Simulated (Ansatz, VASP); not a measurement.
## Two plane-wave programs on KTaO3

```
K Ta O
1.0
     4.02969    0.00000    0.00000
     0.00000    4.02969    0.00000
     0.00000    0.00000    4.02969
K Ta O
1 1 3
Direct
  0.50000 0.50000 0.50000
  0.00000 0.00000 0.00000
  0.50000 0.00000 0.00000
  0.00000 0.50000 0.00000
  0.00000 0.00000 0.50000
```

Alike in both runs: task single point; functional r2SCAN; k mesh 6 × 6 × 6; occupations gaussian, width 0.02 eV; no spin polarisation.

|  | VASP | Ansatz |
| --- | --- | --- |
| version | VASP 6.6.1 | Ansatz 0.2.0 |
| potentials or method | VASP PAW PBE potentials, release 64 (K_sv, Ta_pv, O), cutoff 520 eV | scalar-relativistic, plane waves, PAW |
| valence electrons in the cell | 38 | 40 |

```csv
,VASP,Ansatz,Ansatz less VASP
gap on the k mesh at the Fermi level (eV),2.52,2.55,+0.029
least direct gap on the mesh (eV),3.18,3.20,+0.017
pressure (GPa),-5.0,-5.8,-0.78
```

VASP's potentials were made for PBE, not for r2SCAN. With one functional, cell and mesh, what is left measures potentials, basis and numerics. VASP's potentials hold 38 valence electrons a cell and Ansatz's 40, so a difference there can come from the potentials and not from the codes.

Neither program's run includes spin-orbit coupling.
